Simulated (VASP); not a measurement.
# Sc2Cu3 (P-3m1) in VASP: further runs, part 3 of 3

VASP 6.6.1. The steps go on from the part before.

## 4. Relaxation of cell and atoms, PBE

The input, INCAR:

```
PREC = Accurate ; ENCUT = 600
EDIFF = 1E-6 ; ISMEAR = 0
SIGMA = 0.1 ; LREAL = F
LASPH = T ; NELM = 100
ALGO = Normal ; ISIF = 3
LWAVE = F ; LCHARG = F
GGA = PE ; IBRION = 2
NSW = 90 ; EDIFFG = -0.04
```

The input, KPOINTS:

```
regular mesh
0
Gamma
  6 6 4
```

The input, POSCAR:

```
Sc2Cu3
1.0
    4.0301290500      0.0000000000      0.0000000000
   -2.0150645200      3.4901941400      0.0000000000
    0.0000000000      0.0000000000      4.9829074900
Sc Cu
2 3
Direct
    0.3333333300      0.6666666700      0.1664214400
    0.6666666700      0.3333333300      0.8335785600
    0.0000000000      0.0000000000      0.0000000000
    0.3333333300      0.6666666700      0.6439374700
    0.6666666700      0.3333333300      0.3560625300
```

Potentials or basis: VASP PAW PBE potentials, release 64 (Sc_sv, Cu).

On the command line:

```
$ cat potpaw_PBE.64/Sc_sv/POTCAR potpaw_PBE.64/Cu/POTCAR > POTCAR
$ mpirun -np 1 vasp_std > vasp.out
```

OUTCAR:

```text
PREC = Accurate
   ENCUT = 600
   EDIFF = 1E-6
   ISMEAR = 0
   LREAL = F
   LASPH = T
   NELM = 100
   ISIF = 3
   GGA = PE
   IBRION = 2
   NSW = 90
   EDIFFG = -0.04

 ion  position               nearest neighbor table
   1  0.333  0.667  0.166-   4 2.38   3 2.47   3 2.47   3 2.47   5 2.51   5 2.51   5 2.51   4 2.60
                             2 2.86   2 2.86   2 2.86
   2  0.667  0.333  0.834-   5 2.38   3 2.47   3 2.47   3 2.47   4 2.51   4 2.51   4 2.51   5 2.60
                             1 2.86   1 2.86   1 2.86
   3  0.000  0.000  0.000-   1 2.47   2 2.47   1 2.47   2 2.47   2 2.47   1 2.47
   4  0.333  0.667  0.644-   1 2.38   2 2.51   2 2.51   2 2.51   1 2.60   5 2.73   5 2.73   5 2.73

   5  0.667  0.333  0.356-   2 2.38   1 2.51   1 2.51   1 2.51   2 2.60   4 2.73   4 2.73   4 2.73

  LATTYP: Found a hexagonal cell.
 ALAT       =     4.0301290500
 C/A-ratio  =     1.2364138786

  Lattice vectors:

 A1 = (   4.0301290500,   0.0000000000,   0.0000000000)
 A2 = (  -2.0150645200,   3.4901941400,   0.0000000000)
 A3 = (   0.0000000000,   0.0000000000,   4.9829074900)

Analysis of symmetry for initial positions (statically):
=====================================================================
 Subroutine PRICEL returns:
 Original cell was already a primitive cell.

 Routine SETGRP: Setting up the symmetry group for a
 hexagonal supercell.

 Subroutine GETGRP returns: Found 12 space group operations
 (whereof 12 operations were pure point group operations)
 out of a pool of 24 trial point group operations.

The static configuration has the point symmetry D_3d.

Analysis of symmetry for dynamics (positions and initial velocities):
=====================================================================
 Subroutine PRICEL returns:
 Original cell was already a primitive cell.

 Routine SETGRP: Setting up the symmetry group for a
 hexagonal supercell.

 Subroutine GETGRP returns: Found 12 space group operations
 (whereof 12 operations were pure point group operations)
 out of a pool of 24 trial point group operations.

The dynamic configuration has the point symmetry D_3d.

 Subroutine INISYM returns: Found 12 space group operations
 (whereof 12 operations are pure point group operations),
 and found     1 'primitive' translations

----------------------------------------------------------------------------------------

                                     Primitive cell

  volume of cell :      70.0892

  direct lattice vectors                    reciprocal lattice vectors
     4.030129050  0.000000000  0.000000000     0.248131012  0.143258506  0.000000000
    -2.015064520  3.490194140  0.000000000     0.000000000  0.286517013  0.000000000
     0.000000000  0.000000000  4.982907490     0.000000000  0.000000000  0.200686046

  length of vectors
     4.030129050  4.030129049  4.982907490     0.286517013  0.286517013  0.200686046

  position of ions in fractional coordinates (direct lattice)
     0.333333330  0.666666670  0.166421440
     0.666666670  0.333333330  0.833578560
     0.000000000  0.000000000  0.000000000
     0.333333330  0.666666670  0.643937470
     0.666666670  0.333333330  0.356062530

  ion indices of the primitive-cell ions
   primitive index   ion index
                 1           1
                 2           2
                 3           3
                 4           4
[... 63 lines left out ...]
   PREC   = accura    normal or accurate (medium, high low for compatibility)
   ISTART =      0    job   : 0-new  1-cont  2-samecut
   ICHARG =      2    charge: 1-file 2-atom 10-const
   ISPIN  =      1    spin polarized calculation?
   LNONCOLLINEAR =      F non collinear calculations
   LSORBIT =      F    spin-orbit coupling
   LASPH  =      T    aspherical Exc in radial PAW
   ENCUT  =  600.0 eV  44.10 Ry    6.64 a.u.   8.05  8.05  9.95*2*pi/ulx,y,z
   NELM   =    100;   NELMIN=  2; NELMDL= -5     # of ELM steps
   EDIFF  = 0.1E-05   stopping-criterion for ELM
   LREAL  =      F    real-space projection
   EDIFFG = -.4E-01   stopping-criterion for IOM
   NSW    =     90    number of steps for IOM
   IBRION =      2    ionic relax: 0-MD 1-quasi-New 2-CG
   NFREE  =      1    steps in history (QN), initial steepest desc. (CG)
   ISIF   =      3    stress and relaxation
   ISYM   =      2    0-nonsym 1-usesym 2-fastsym
   POTIM  = 0.5000    time-step for ionic-motion
   TEBEG  =    0.0;   TEEND  =   0.0 temperature during run
   PSTRESS=    0.0 pullay stress
   NELECT =      55.0000    total number of electrons
   NUPDOWN=      -1.0000    fix difference up-down
   EMIN   =  10.00;   EMAX   =-10.00  energy-range for DOS
   EFERMI =   0.00;   METHOD = LEGACY
   ISMEAR =     0;   SIGMA  =   0.10  broadening in eV -4-tet -1-fermi 0-gaus
   EFERMI_NEDOS =   21; number of points for ismear=-14 and -15
   IALGO  =     38    algorithm
   IMIX   =      4    mixing-type and parameters
     AMIX     =   0.40;   BMIX     =  1.00
     AMIX_MAG =   1.60;   BMIX_MAG =  1.00
  volume/ion in A,a.u.               =      14.02        94.60
  Fermi-wavevector in a.u.,A,eV,Ry     =   1.510006  2.853497 31.022881  2.280117
  Thomas-Fermi vector in A             =   2.620253
   LORBIT       =      0    0 simple, 1 ext, 2 COOP (PROOUT), +10 PAW based schemes
   GGA     = PE    functional components
   LHFCALC =     F    Hartree Fock is set to
   AEXX    =    0.0000 exact exchange contribution
   IVDW    =     0    specifies the selected vdW correction
   LEPSILON=     F    determine dielectric tensor
   LRPA    =     F    only Hartree local field effects (RPA)
 conjugate gradient relaxation of ions
 non-spin polarized calculation
 Gauss-broadening in eV      SIGMA  =   0.10
  energy-cutoff  :      600.00
  volume of cell :       70.09
 maximum number of plane-waves:      2360
   NGX = 17   NGY = 17   NGZ = 19

--------------------------------------- Ionic step        1  -------------------------------------------

 number of electron      54.9999995 magnetization

 Free energy of the ion-electron system (eV)
  ---------------------------------------------------
  ext. energy  EPLUGINS =         0.00000000
  ---------------------------------------------------
  free energy    TOTEN  =       -20.85394503 eV

  energy without entropy =      -20.82886152  energy(sigma->0) =      -20.84140328

------------------------ aborting loop because EDIFF is reached ----------------------------------------

  FORCE on cell =-STRESS in cart. coord.  units (eV):
  Direction    XX          YY          ZZ          XY          YZ          ZX
  --------------------------------------------------------------------------------------
  -------------------------------------------------------------------------------------
  Total       15.5984253     15.5984253     18.0559184      0.0000000      0.0000000      0.0000000
  in kB      356.5660396    356.5660401    412.7421319      0.0000005      0.0000000      0.0000000
  external PRESSURE =     375.2914039 kB  Pullay stress =       0.0000000 kB
[... 26 lines left out ...]
--------------------------------------- Ionic step        2  -------------------------------------------

 number of electron      54.9999974 magnetization

 E-fermi :   3.3491     XC(G=0):  -9.8105

 val. band max:        3.3257366409   @ k =   0.3333   0.1667   0.5000
 cond. band min:       3.3530528768   @ k =   0.3333  -0.0000   0.2500
 fundamental gap:      0.0273162359
 Fermi energy:         3.3491269356

 k-point     1 :       0.0000    0.0000    0.0000
  band No.  band energies     occupation
      1     -46.7121      2.00000
      2     -46.6942      2.00000
      3     -25.3379      2.00000
      4     -25.3354      2.00000
      5     -25.3354      2.00000
      6     -25.2845      2.00000
[... 924 lines left out ...]
  FREE ENERGIE OF THE ION-ELECTRON SYSTEM (eV)
  ---------------------------------------------------
  free  energy   TOTEN  =       -23.1020550641 eV

  energy  without entropy=      -23.0794642600  energy(sigma->0) =      -23.09075966

[... ionic steps 4 to 12 ...]

--------------------------------------- Ionic step       13  -------------------------------------------

 number of electron      54.9999974 magnetization

------------------------ aborting loop because EDIFF is reached ----------------------------------------
[... 73 lines left out ...]
--------------------------------------- Ionic step       15  -------------------------------------------

 number of electron      54.9999990 magnetization

 Free energy of the ion-electron system (eV)
  ---------------------------------------------------
  ext. energy  EPLUGINS =         0.00000000
  ---------------------------------------------------
  free energy    TOTEN  =       -23.24215201 eV

  energy without entropy =      -23.22175536  energy(sigma->0) =      -23.23195369

 E-fermi :   4.3997     XC(G=0): -10.4646

 val. band max:        4.3801099600   @ k =   0.3333   0.1667   0.5000
 cond. band min:       4.4008768449   @ k =   0.3333  -0.0000   0.2500
 fundamental gap:      0.0207668848
 Fermi energy:         4.3996781096

 k-point     1 :       0.0000    0.0000    0.0000
  band No.  band energies     occupation
      1     -45.2560      2.00000
      2     -45.2336      2.00000
      3     -23.9455      2.00000
      4     -23.9130      2.00000
      5     -23.9130      2.00000
      6     -23.8549      2.00000
[... 885 lines left out ...]
  FREE ENERGIE OF THE ION-ELECTRON SYSTEM (eV)
  ---------------------------------------------------
  free  energy   TOTEN  =       -23.2421520125 eV

  energy  without entropy=      -23.2217553635  energy(sigma->0) =      -23.23195369

 reached required accuracy - stopping structural energy minimisation
```

CONTCAR:

```text
Sc2Cu3
   1.00000000000000
     4.4589995112325624    0.0000000006049186   -0.0000000000000000
    -2.2294997495603264    3.8616068547434477    0.0000000000000000
     0.0000000000000000    0.0000000000000000    5.4706173932930557
  Sc              Cu
     2     3
Direct
     0.3333333300000021    0.6666666699999979    0.1976170511517751
     0.6666666699999979    0.3333333300000021    0.8023829488482248
     0.0000000000000000    0.0000000000000000    0.0000000000000000
     0.3333333300000021    0.6666666699999979    0.6959418040955206
     0.6666666699999979    0.3333333300000021    0.3040581959044796

  0.00000000E+00  0.00000000E+00  0.00000000E+00
  0.00000000E+00  0.00000000E+00  0.00000000E+00
  0.00000000E+00  0.00000000E+00  0.00000000E+00
  0.00000000E+00  0.00000000E+00  0.00000000E+00
  0.00000000E+00  0.00000000E+00  0.00000000E+00
```

Run time: 11 min. Hardware: 1 thread of Oxide Virtual Turin-like, shared host; peak memory 0.2 GiB.

Results:

| Property | Result |
| --- | --- |
| Free energy | -23.2422 eV |
| Relaxed volume | 18.84 Å³/atom |
| Relaxed cell | a = 4.459 Å, b = 4.459 Å, c = 5.471 Å, α = 90.00°, β = 90.00°, γ = 120.00° |
| Space group after relaxing (to 0.1 Å) | P-3m1 (No. 164) |
| Energy gained by relaxing | 477.6 meV/atom |
| Ionic steps | 15 |
| Pressure after relaxing | -0.1 GPa |
| Largest force after relaxing | 0.005 eV/Å |
| Band gap on the k mesh | zero (an odd number of electrons rules out a gap without spin polarisation) |

Forces on the atoms (eV/Å):
```
Sc   0.000  0.000  0.005
Sc   0.000  0.000 -0.005
Cu   0.000  0.000  0.000
Cu   0.000  0.000  0.002
Cu   0.000  0.000 -0.002
```

Step by step:
```tsv
step	energy change (eV)	largest force (eV/Å)	pressure (GPa)	volume (Å³)
1	0.0000	1.2034	37.53	70.09
2	-1.8426	0.4689	-7.70	108.94
3	-2.2481	0.5184	-0.04	93.76
4	-2.2482	0.5180	-0.33	94.28
5	-2.2830	0.3853	-0.19	94.17
6	-2.3097	0.2105	-0.02	93.96
7	-2.3106	0.2050	0.03	93.91
8	-2.3293	0.1620	-0.19	93.92
9	-2.3610	0.2183	-0.09	93.89
10	-2.3647	0.2691	-0.19	93.86
11	-2.3804	0.1407	0.30	93.40
12	-2.3842	0.0320	0.83	92.99
13	-2.3856	0.0734	-0.57	95.01
14	-2.3877	0.0440	0.06	94.13
15	-2.3882	0.0052	-0.07	94.20
```

Final structure:
```yaml
crystal:
  lattice:
    - [4.45900, 0.00000, 0.00000]
    - [-2.22950, 3.86161, 0.00000]
    - [0.00000, 0.00000, 5.47062]
  atoms:
    - { symbol: Sc, position: [0.33333, 0.66667, 0.19762] }
    - { symbol: Sc, position: [0.66667, 0.33333, 0.80238] }
    - { symbol: Cu, position: [0.00000, 0.00000, 0.00000] }
    - { symbol: Cu, position: [0.33333, 0.66667, 0.69594] }
    - { symbol: Cu, position: [0.66667, 0.33333, 0.30406] }
```

Levels at points of the mesh, in eV from the Fermi level:
| k point | band 26 | band 27 | band 28 | band 29 | band 30 | band 31 |
| --- | --- | --- | --- | --- | --- | --- |
| (0.00, 0.00, 0.00) | -1.28 | -0.12 | -0.12 | 0.99 | 0.99 | 1.69 |
| (0.50, 0.00, 0.00) | -1.16 | 0.12 | 0.53 | 0.65 | 0.89 | 1.22 |
| (0.00, 0.00, 0.50) | -0.56 | -0.56 | -0.50 | 0.74 | 0.74 | 1.63 |
| (0.50, 0.00, 0.50) | -1.99 | -1.68 | 0.19 | 0.46 | 0.85 | 1.01 |

Caveat: the volume moved by over 15 % at a fixed basis, so the end points are rough.

## 5. Single point, PBE

This run uses another cell than the first one, of 18.79 Å³/atom.

The input, INCAR:

```
PREC     = Accurate       # precision mode
ENCUT    = 520            # plane-wave cutoff, eV
EDIFF    = 1E-6           # SCF threshold, eV
ISMEAR   = 0              # smearing method
SIGMA    = 0.1            # smearing width, eV
LREAL    = False          # projectors in reciprocal space
LASPH    = True           # aspherical terms in the spheres
NELM     = 80             # most SCF steps
ALGO     = Fast           # electronic algorithm
ISIF     = 2              # what is computed and relaxed
LWAVE    = False          # write WAVECAR
LCHARG   = False          # write CHGCAR
GGA      = PE             # functional
NBANDS   = 36             # bands
```

The input, KPOINTS:

```
Automatic mesh
0
Gamma
  12 12 8
```

The input, POSCAR:

```
Sc2Cu3
1.0
    4.4621565818      0.0000000000      0.0000000000
   -2.2310782909      3.8643409555      0.0000000000
    0.0000000000      0.0000000000      5.4473866761
Sc Cu
2 3
Direct
    0.3333333333      0.6666666667      0.1986371224
    0.6666666667      0.3333333333      0.8013628776
    0.0000000000      0.0000000000      0.0000000000
    0.3333333333      0.6666666667      0.6995854604
    0.6666666667      0.3333333333      0.3004145396
```

Potentials or basis: VASP PAW PBE potentials, release 64 (Sc_sv, Cu).

On the command line:

```
$ cat potpaw_PBE.64/Sc_sv/POTCAR potpaw_PBE.64/Cu/POTCAR > POTCAR
$ mpirun -np 1 vasp_std > vasp.out
```

OUTCAR:

```text
PREC = Accurate
   ENCUT = 520
   EDIFF = 1E-6
   ISMEAR = 0
   LREAL = False
   LASPH = True
   NELM = 80
   ISIF = 2
   GGA = PE

 ion  position               nearest neighbor table
   1  0.333  0.667  0.199-   5 2.64   5 2.64   5 2.64   4 2.72   4 2.73   3 2.79   3 2.79   3 2.79
                             2 3.36   2 3.36   2 3.36
   2  0.667  0.333  0.801-   4 2.64   4 2.64   4 2.64   5 2.72   5 2.73   3 2.79   3 2.79   3 2.79
                             1 3.36   1 3.36   1 3.36
   3  0.000  0.000  0.000-   1 2.79   2 2.79   1 2.79   2 2.79   2 2.79   1 2.79
   4  0.333  0.667  0.700-   2 2.64   2 2.64   2 2.64   1 2.72   1 2.73
   5  0.667  0.333  0.300-   1 2.64   1 2.64   1 2.64   2 2.72   2 2.73

  LATTYP: Found a hexagonal cell.
 ALAT       =     4.4621565818
 C/A-ratio  =     1.2207968448

  Lattice vectors:

 A1 = (   4.4621565818,   0.0000000000,   0.0000000000)
 A2 = (  -2.2310782909,   3.8643409555,   0.0000000000)
 A3 = (   0.0000000000,   0.0000000000,   5.4473866761)

Analysis of symmetry for initial positions (statically):
=====================================================================
 Subroutine PRICEL returns:
 Original cell was already a primitive cell.
[... 174 lines left out ...]
  free energy    TOTEN  =       -23.25284221 eV

  energy without entropy =      -23.23457990  energy(sigma->0) =      -23.24371105

 E-fermi :   4.4197     XC(G=0): -10.4741

 val. band max:        4.4078333746   @ k =   0.3333   0.1667   0.5000
 cond. band min:       4.4227965683   @ k =  -0.0833   0.5000   0.2500
 fundamental gap:      0.0149631937
 Fermi energy:         4.4197373883

 k-point     1 :       0.0000    0.0000    0.0000
  band No.  band energies     occupation
      1     -45.2005      2.00000
      2     -45.1782      2.00000
      3     -23.8930      2.00000
      4     -23.8599      2.00000
      5     -23.8599      2.00000
      6     -23.8018      2.00000
[... 925 lines left out ...]
     35       7.4125      0.00000
     36       8.4913      0.00000

 [... further k-points ...]
[... 5 lines left out ...]
  --------------------------------------------------------------------------------------
  -------------------------------------------------------------------------------------
  Total        0.1581934      0.1581934      0.1383317      0.0000000      0.0000000     -0.0000000
  in kB        2.6983022      2.6983022      2.3595206      0.0000000      0.0000000     -0.0000000
  external PRESSURE =       2.5853750 kB  Pullay stress =       0.0000000 kB

 VOLUME and BASIS-vectors are now :
 -----------------------------------------------------------------------------
  energy-cutoff  :      520.00
  volume of cell :       93.93
      direct lattice vectors                 reciprocal lattice vectors
     4.462156582  0.000000000  0.000000000     0.224106882  0.129388169  0.000000000
    -2.231078291  3.864340955  0.000000000     0.000000000  0.258776338  0.000000000
     0.000000000  0.000000000  5.447386676     0.000000000  0.000000000  0.183574264

 POSITION                                       TOTAL-FORCE (eV/Angst)
 -----------------------------------------------------------------------------------
     -0.00000      2.57623      1.08205         0.000000     -0.000000      0.009186
      2.23108      1.28811      4.36533        -0.000000      0.000000     -0.009186
      0.00000      0.00000      0.00000         0.000000      0.000000      0.000000
     -0.00000      2.57623      3.81091         0.000000     -0.000000     -0.006901
      2.23108      1.28811      1.63647         0.000000      0.000000      0.006901
 -----------------------------------------------------------------------------------
    total drift:                               -0.000000      0.000000     -0.000000

  FREE ENERGIE OF THE ION-ELECTRON SYSTEM (eV)
  ---------------------------------------------------
  free  energy   TOTEN  =       -23.2528422085 eV

  energy  without entropy=      -23.2345798973  energy(sigma->0) =      -23.24371105
```

OSZICAR:

```text
N       E                     dE             d eps       ncg     rms          rms(c)
DAV:   1     0.726674946197E+03    0.72667E+03   -0.24724E+04  9472   0.207E+03
DAV:   2     0.519144417766E+02   -0.67476E+03   -0.66165E+03 10832   0.586E+02
DAV:   3    -0.233627757853E+02   -0.75277E+02   -0.72098E+02 12616   0.260E+02
[... 11 lines left out ...]
RMM:  15    -0.232528246660E+02   -0.38815E-04   -0.55719E-04 12970   0.174E-01    0.165E-02
RMM:  16    -0.232528400916E+02   -0.15426E-04   -0.20115E-04 13775   0.736E-02    0.508E-03
RMM:  17    -0.232528410750E+02   -0.98338E-06   -0.36557E-05 12394   0.368E-02    0.659E-03
RMM:  18    -0.232528421777E+02   -0.11027E-05   -0.12452E-05 11103   0.264E-02    0.300E-03
RMM:  19    -0.232528422085E+02   -0.30816E-07   -0.38425E-06  8671   0.134E-02
   1 F= -.23252842E+02 E0= -.23243711E+02  d E =-.182623E-01
```

Run time: 11 min. Hardware: 1 thread of Oxide Virtual Turin-like, shared host; peak memory 0.46 GiB.

What came out:

```
Free energy            : -23.2528 eV
Pressure               : 0.3 GPa
Largest force          : 0.009 eV/Å
Band gap on the k mesh : zero (an odd number of electrons rules out a gap without spin polarisation)
```

Forces on the atoms (eV/Å):
```
Sc   0.000  0.000  0.009
Sc   0.000  0.000 -0.009
Cu   0.000  0.000  0.000
Cu   0.000  0.000 -0.007
Cu   0.000  0.000  0.007
```

## 6. Overview

| task | cell | k mesh | cutoff (eV) | gap on the mesh (eV) | pressure (GPa) | largest force (eV/Å) |
| --- | --- | --- | --- | --- | --- | --- |
| single point | a = 4.030, b = 4.030, c = 4.983 Å, angles 90.0, 90.0, 120.0°, 5 atoms, atomic positions A | 6 × 6 × 4 | 520 | none | 37.5 | 1.20 |
| single point | a = 4.457, b = 4.457, c = 5.457 Å, angles 90.0, 90.0, 120.0°, 5 atoms, atomic positions B | 6 × 6 × 4 | 520 | none | 0.3 | 0.01 |
| relaxation of cell and atoms | relaxed from a = 4.030, b = 4.030, c = 4.983 Å, angles 90.0, 90.0, 120.0°, 5 atoms, atomic positions A | 6 × 6 × 4 | 600 | none | -0.1 | 0.01 |
| single point | a = 4.462, b = 4.462, c = 5.447 Å, angles 90.0, 90.0, 120.0°, 5 atoms, atomic positions C | 12 × 12 × 8 | 520 | none | 0.3 | 0.01 |

Alike in all rows: level PBE; potentials or basis VASP PAW PBE potentials, release 64 (Sc_sv, Cu); no spin polarisation; smearing gaussian 0.1 eV.

Caveats: the stress differs along the axes, from 36 to 41 GPa (at least some runs); forces of over 1 eV/Å act on the atoms, so gaps and moduli don't describe the material at rest (at least some runs); the volume moved by over 15 % at a fixed basis, so the end points are rough (at least some runs).

Absolute energies hang on the potentials; compare differences alone.

The gap in the log of VASP goes by the Fermi energy; the results here count the filled bands.